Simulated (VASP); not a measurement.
# MnS (Fm-3m) in VASP: notebook, part 2 of 2

VASP 6.6.1. The steps go on from the part before.

### 4 Relaxation of cell and atoms, LDA+U, collinear spin, ferromagnetic start

This run uses another cell than the first one, of 17.67 Å³/atom, 0.980 times its volume.

INCAR reads:

```
SYSTEM = MnS
PREC = Accurate ; ENCUT = 600
EDIFF = 1E-7 ; ISMEAR = -1
SIGMA = 0.05 ; LREAL = .False.
LASPH = .True. ; NELM = 150
ALGO = Normal ; ISIF = 3
LWAVE = .False. ; LCHARG = .False.
ISPIN = 2 ; MAGMOM = 4 0
LORBIT = 11 ; LMAXMIX = 4
LDAU = .True. ; LDAUTYPE = 2
LDAUL = 2 -1 ; LDAUU = 2 0
LDAUJ = 0 0 ; LDAUPRINT = 1
IBRION = 2 ; NSW = 60
EDIFFG = -0.01
```

KPOINTS reads:

```
regular mesh
0
Gamma
  9 9 9
  0 0 0
```

POSCAR reads:

```
MnS
1.0
    0.0000000000      2.6045000000      2.6045000000
    2.6045000000      0.0000000000      2.6045000000
    2.6045000000      2.6045000000      0.0000000000
Mn S
1 1
Direct
    0.0000000000      0.0000000000      0.0000000000
    0.5000000000      0.5000000000      0.5000000000
```

Potentials or basis: VASP PAW LDA potentials, release 64 (Mn_pv, S).

On the command line:

```sh
> cat potpaw_LDA.64/Mn_pv/POTCAR potpaw_LDA.64/S/POTCAR > POTCAR
> mpirun -np 1 vasp_std > vasp.out
```

OUTCAR:

```text
SYSTEM = MnS
   PREC = Accurate
   ENCUT = 600
   EDIFF = 1E-7
   ISMEAR = -1
   LREAL = .False.
   LASPH = .True.
   NELM = 150
   ISIF = 3
   ISPIN = 2
   LORBIT = 11
   IBRION = 2
   NSW = 60
   EDIFFG = -0.01

 ion  position               nearest neighbor table
   1  0.000  0.000  0.000-   2 2.60   2 2.60   2 2.60   2 2.60   2 2.60   2 2.60
   2  0.500  0.500  0.500-   1 2.60   1 2.60   1 2.60   1 2.60   1 2.60   1 2.60

  LATTYP: Found a face centered cubic cell.
 ALAT       =     5.2090000000

  Lattice vectors:

 A1 = (   0.0000000000,   2.6045000000,   2.6045000000)
 A2 = (   2.6045000000,   0.0000000000,   2.6045000000)
 A3 = (   2.6045000000,   2.6045000000,   0.0000000000)

Analysis of symmetry for initial positions (statically):
=====================================================================
 Subroutine PRICEL returns:
 Original cell was already a primitive cell.
[... 300 lines left out ...]
  free energy    TOTEN  =       -14.31108261 eV

  energy without entropy =      -14.30564007  energy(sigma->0) =      -14.30836134

 E-fermi :   7.5488     XC(G=0): -11.4194

 val. band max:        7.5483317434   @ k =  -0.2222   0.1111   0.0000
 cond. band min:       7.6470589291   @ k =   0.4444   0.3333   0.1111
 fundamental gap:      0.0987271857
 Fermi energy:         7.5488151229

 spin component 1

 k-point     1 :       0.0000    0.0000    0.0000
  band No.  band energies     occupation
      1     -42.6211      1.00000
      2     -42.6211      1.00000
      3     -42.6211      1.00000
      4      -7.5805      1.00000
      5       3.3898      1.00000
      6       3.3898      1.00000
      7       3.3898      1.00000
      8       3.4634      1.00000
      9       3.4634      1.00000
     10       5.6547      1.00000
     11       5.6547      1.00000
     12       5.6547      1.00000
[... 882 lines left out ...]
  FREE ENERGIE OF THE ION-ELECTRON SYSTEM (eV)
  ---------------------------------------------------
  free  energy   TOTEN  =       -14.3110826101 eV

  energy  without entropy=      -14.3056400652  energy(sigma->0) =      -14.30836134

 reached required accuracy - stopping structural energy minimisation

 total charge

# of ion       s       p       d       tot
------------------------------------------
    1        0.243   6.204   4.969  11.416
    2        1.325   2.432   0.000   3.757
--------------------------------------------------
tot          1.568   8.636   4.969  15.173

 magnetization (x)

# of ion       s       p       d       tot
------------------------------------------
    1        0.047   0.040   4.202   4.289
    2        0.026   0.084   0.000   0.110
--------------------------------------------------
tot          0.073   0.124   4.202   4.400
```

OSZICAR:

```text
N       E                     dE             d eps       ncg     rms          rms(c)
DAV:   1     0.155133288209E+03    0.15513E+03   -0.11583E+04  2100   0.146E+03
DAV:   2    -0.773086577870E+01   -0.16286E+03   -0.15569E+03  2359   0.360E+02
[... 32 lines left out ...]
DAV:   3    -0.143112523459E+02    0.19372E-03   -0.84336E-04  2142   0.364E-01    0.183E-01
DAV:   4    -0.143111247476E+02    0.12760E-03   -0.42964E-04  2370   0.131E-01    0.921E-02
DAV:   5    -0.143110934662E+02    0.31281E-04   -0.38920E-05  2422   0.884E-02    0.592E-02
DAV:   6    -0.143110833975E+02    0.10069E-04   -0.78877E-06  2324   0.273E-02    0.273E-02
DAV:   7    -0.143110826937E+02    0.70380E-06   -0.21059E-06  2366   0.170E-02    0.648E-03
DAV:   8    -0.143110826101E+02    0.83657E-07   -0.44139E-07  2280   0.496E-03
   3 F= -.14311083E+02 E0= -.14308361E+02  d E =-.631400E-01  mag=     4.7316
```

CONTCAR:

```text
MnS
   1.00000000000000
    -0.0000000000000000    2.5243167438331344    2.5243167438331344
     2.5243167438331344   -0.0000000000000000    2.5243167438331344
     2.5243167438331344    2.5243167438331344    0.0000000000000000
  Mn              S
     1     1
Direct
     0.0000000000000000    0.0000000000000000    0.0000000000000000
     0.5000000000000000    0.5000000000000000    0.5000000000000000

  0.00000000E+00  0.00000000E+00  0.00000000E+00
  0.00000000E+00  0.00000000E+00  0.00000000E+00
```

Run time: 2.7 min. Hardware: 1 thread of Oxide Virtual Turin-like, shared host; peak memory 0.15 GiB.

What came out:

| Item | Value |
| --- | --- |
| Free energy | -14.3111 eV |
| Relaxed volume | 16.09 Å³/atom |
| Relaxed cell | a = 3.570 Å, b = 3.570 Å, c = 3.570 Å, α = 60.00°, β = 60.00°, γ = 60.00° |
| Space group after relaxing (to 0.05 Å) | Fm-3m (No. 225) |
| Energy gained by relaxing | 31.6 meV/atom |
| Ionic steps | 3 |
| Pressure after relaxing | 0.0 GPa |
| Net moment | 4.73 μB per cell |
| Site moments | Mn +4.29; S +0.11 μB |
| Valence electrons inside the program's atomic spheres | Mn 11.42; S 3.76 |

The path:
```
step  energy change (eV)  largest force (eV/Å)  pressure (GPa)  volume (Å³)
   1              0.0000                0.0000           -6.09        35.33
   2             -0.0630                0.0000            0.37        32.01
   3             -0.0631                0.0000            0.01        32.17
```

Final structure:
```xyz
2
Lattice="0.0000 2.5243 2.5243 2.5243 0.0000 2.5243 2.5243 2.5243 0.0000" Properties=species:S:1:pos:R:3 pbc="T T T"
Mn    0.0000    0.0000    0.0000
S     2.5243    2.5243    2.5243
```

Eigenvalues of the final occupation matrices:
```
    site  spin  trace               eigenvalues
site 1 d     1   4.60  0.92 0.92 0.92 0.92 0.92
site 1 d     2   0.39  0.05 0.05 0.05 0.12 0.12
```

Caveat: a cell with one magnetic atom can't hold antiferromagnetic order, which such compounds often take. LDA usually gives volumes a few per cent too small.

### 5 Summary

```csv
task,U,cell,cutoff (eV),gap on the mesh (eV),pressure (GPa),moment (μB),relaxed volume (Å³/atom)
single point,Mn d U = 8.0 eV,"a = 3.709 Å, angles 60.0°, 2 atoms",520,1.48,-1.8,5.00,-
relaxation of cell and atoms,Mn d U = 1.0 eV,"relaxed from a = 3.683 Å, angles 60.0°, 2 atoms",600,none,0.1,4.07,14.63
relaxation of cell and atoms,Mn d U = 2.0 eV,"relaxed from a = 3.683 Å, angles 60.0°, 2 atoms",600,none,0.0,4.73,16.09
```

Alike in all rows: level LDA+U; potentials or basis VASP PAW LDA potentials, release 64 (Mn_pv, S); spin collinear, ferromagnetic start; k mesh 9 × 9 × 9; smearing fermi-dirac 0.05 eV.

Caveats: a cell with one magnetic atom can't hold antiferromagnetic order, which such compounds often take; the volume moved by over 15 % at a fixed basis, so the end points are rough (some runs); the volume moved by -17 % from the deposited cell, more than functionals usually miss (some runs).

Total energies depend on the potentials used, so only differences within one code and one set of settings carry meaning.
